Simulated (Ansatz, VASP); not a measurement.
**MgI2: VASP beside Ansatz**

File INCAR:

```
SYSTEM = MgI2
  PREC = Accurate
  ENCUT = 520
  EDIFF = 1E-6
  ISMEAR = 0
  SIGMA = 0.05
  LREAL = .False.
  LASPH = .True.
  NELM = 60
  ALGO = Normal
  ISIF = 2
  LWAVE = .False.
  LCHARG = .False.
  GGA = PS
  NBANDS = 15
```

KPOINTS

```
regular mesh
0
Gamma
  6 6 4
  0 0 0
```

The input POSCAR:

```
MgI2
1.0
    4.1537001214      0.0000000000      0.0000000000
   -2.0768500607      3.5972098248      0.0000000000
    0.0000000000      0.0000000000      6.8620000000
Mg I
1 2
Direct
    0.0000000000      0.0000000000      0.0000000000
    0.3130113049      0.6565056524      0.7724063501
    0.6463446382      0.3231723191      0.2571463501
```

Input for Ansatz:

```yaml
crystal:
  lattice:
    - [4.1537001214, 0.0, 0.0]
    - [-2.0768500607, 3.5972098248, 0.0]
    - [0.0, 0.0, 6.862]
  atoms:
    - { symbol: Mg, position: [0.0, 0.0, 0.0] }
    - { symbol: I, position: [0.3130113049, 0.6565056524, 0.7724063501] }
    - { symbol: I, position: [0.6463446382, 0.3231723191, 0.2571463501] }
basis:
  ecutwfc: 420
kpoints:
  mp_grid: { grid: [6, 6, 4] }
hamiltonian:
  xc: pbesol
scf:
  occupations: { method: gaussian, width: 0.05 }
output:
  forces: true
  stress: true
  eigenvalues: true
```

Change from the starting cell: all I atoms moved +0.125 Å, as atom 2 towards its neighbour atom 3 (I) at 4.101 Å.

Alike in both runs: task single point; functional PBEsol; k mesh 6 × 6 × 4; occupations gaussian, width 0.05 eV; no spin polarisation.

|  | VASP | Ansatz |
| --- | --- | --- |
| version | VASP 6.6.1 | Ansatz 0.2.0 |
| potentials or method | VASP PAW PBE potentials, release 64 (Mg, I), cutoff 520 eV | scalar-relativistic, plane waves, PAW |
| valence electrons in the cell | 16 | 44 |

VASP gave:

| Property | Result |
| --- | --- |
| gap on the k mesh at the Fermi level (eV) | 3.36 |
| least direct gap on the mesh (eV) | 3.47 |
| pressure (GPa) | -0.1 |
| traceless stress, the component that is largest in VASP (GPa) | 0.15 |
| rms of the force components (eV/Å) | 0.243 |

Problem. Which values does Ansatz return?

Solution. gap on the k mesh at the Fermi level (eV): 3.37; least direct gap on the mesh (eV): 3.48; pressure (GPa): -0.1; traceless stress, the component that is largest in VASP (GPa): 0.15; rms of the force components (eV/Å): 0.243.

VASP's potentials were made for PBE, not for PBEsol. Atom by atom the forces differ by 0.002 eV/Å (rms over components). VASP's potentials hold 16 valence electrons a cell and Ansatz's 44, so a difference there can come from the potentials and not from the codes.

Spin-orbit coupling is off throughout.
